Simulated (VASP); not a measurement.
Write the native input for VASP 6.6.1 that does the following.

```yaml
Task: single point
Functional: PBE
Potentials_or_basis: VASP PAW PBE potentials, release 64 (Zr_sv, Ga_d, Se)
Cutoff: 500 eV
k_mesh: 4 × 4 × 4
Occupations: gaussian, width 0.2 eV
Spin: no spin polarisation
Dipole_correction: no
Further_INCAR_settings: ALGO = Normal; EDIFF = 1e-06; NBANDS = 61
```

The structure of ZrGa2Se2 lies in POSCAR:

```
ZrGa2Se2
1.0
   -2.4518102075      4.2466598498      0.0000000000
    0.0000000000      0.0000000000      5.5141924330
    7.3554306223      4.2466598498      0.0000000000
Zr Ga Se
2 4 4
Direct
    0.0000000000      0.0000000000      0.0000000000
    0.5000000000      0.0000000000      0.5000000000
    0.5000000000      0.5000000000      0.1666666667
    1.0000000000      0.5000000000      0.6666666667
    1.0000000000      0.5000000000      0.3333333333
    0.5000000000      0.5000000000      0.8333333333
    0.5000000000      0.0000000000      0.1666666667
    1.0000000000      0.0000000000      0.6666666667
    1.0000000000      0.0000000000      0.3333333333
    0.5000000000      0.0000000000      0.8333333333
```

These files were run (other wordings do the same):

INCAR

```
PREC = Accurate
ENCUT = 500
EDIFF = 1E-6
ISMEAR = 0
SIGMA = 0.2
LREAL = F
LASPH = T
NELM = 120
ALGO = Normal
ISIF = 2
LWAVE = F
LCHARG = F
GGA = PE
NBANDS = 61
GGA_COMPAT = F
```

KPOINTS

```
Automatic mesh
0
Gamma
  4 4 4
```

Potentials or basis: VASP PAW PBE potentials, release 64 (Zr_sv, Ga_d, Se).

Launch:

```console
$ cat potpaw_PBE.64/Zr_sv/POTCAR potpaw_PBE.64/Ga_d/POTCAR potpaw_PBE.64/Se/POTCAR > POTCAR
$ mpirun -np 1 vasp_std > vasp.out
```

It gave:

- Pressure: 0.5 GPa
- Largest force: 0.048 eV/Å
- Band gap on the k mesh: zero (bands 50 and 51 overlap by 0.73 eV)

It took 5.1 min on 1 thread of Oxide Virtual Turin-like Processor, on a shared host, peak memory 0.44 GiB.
